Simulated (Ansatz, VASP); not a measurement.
SnO2: VASP beside Ansatz

The input INCAR:

```
SYSTEM = SnO2
ALGO = Normal
EDIFF = 1E-7
ENCUT = 520
GGA = PS
ISIF = 2
ISMEAR = 1
LASPH = .TRUE.
LCHARG = .FALSE.
LREAL = .FALSE.
LWAVE = .FALSE.
NBANDS = 35
NELM = 60
PREC = Accurate
SIGMA = 0.05
```

File KPOINTS:

```
k-points
0
G
  4 4 6
  0 0 0
```

Contents of POSCAR:

```
SnO2
1.0
    4.7380000000      0.0000000000      0.0000000000
    0.0000000000      4.7380000000      0.0000000000
    0.0000000000      0.0000000000      3.1865000000
Sn O
2 4
Direct
    0.0000000000      0.0000000000      0.0000000000
    0.5000000000      0.5000000000      0.5000000000
    0.3071000000      0.3071000000      0.0000000000
    0.1929000000      0.8071000000      0.5000000000
    0.6929000000      0.6929000000      0.0000000000
    0.8071000000      0.1929000000      0.5000000000
```

Input for Ansatz:

```yaml
crystal:
  lattice:
    - [4.738, 0.0, 0.0]
    - [0.0, 4.738, 0.0]
    - [0.0, 0.0, 3.1865]
  atoms:
    - { symbol: Sn, position: [0.0, 0.0, 0.0] }
    - { symbol: Sn, position: [0.5, 0.5, 0.5] }
    - { symbol: O, position: [0.3071, 0.3071, 0.0] }
    - { symbol: O, position: [0.1929, 0.8071, 0.5] }
    - { symbol: O, position: [0.6929, 0.6929, 0.0] }
    - { symbol: O, position: [0.8071, 0.1929, 0.5] }
basis:
  ecutwfc: 571.4391111657479
kpoints:
  mp_grid:
    grid: [4, 4, 6]
hamiltonian:
  xc: pbesol
  pseudopotentials:
    kind: paw
scf:
  occupations:
    method: cold
    width: 0.05
output:
  stress: true
```

Alike in both runs: task single point; functional PBEsol; k mesh 4 × 4 × 6; no spin polarisation.

```csv
,VASP,Ansatz
version,VASP 6.6.1,Ansatz 0.2.0
potentials or method,"VASP PAW PBE potentials, release 64 (Sn_d, O), cutoff 520 eV","plane waves, PAW"
occupations,"methfessel-paxton of order 1, width 0.05 eV","cold, width 0.05 eV"
valence electrons in the cell,52,52
```

```tsv
	VASP	Ansatz	Ansatz less VASP
pressure (GPa)	5.4	4.7	-0.70
traceless stress, the component that is largest in VASP (GPa)	1.52	1.26	-0.261
```

VASP's potentials were made for PBE, not for PBEsol.
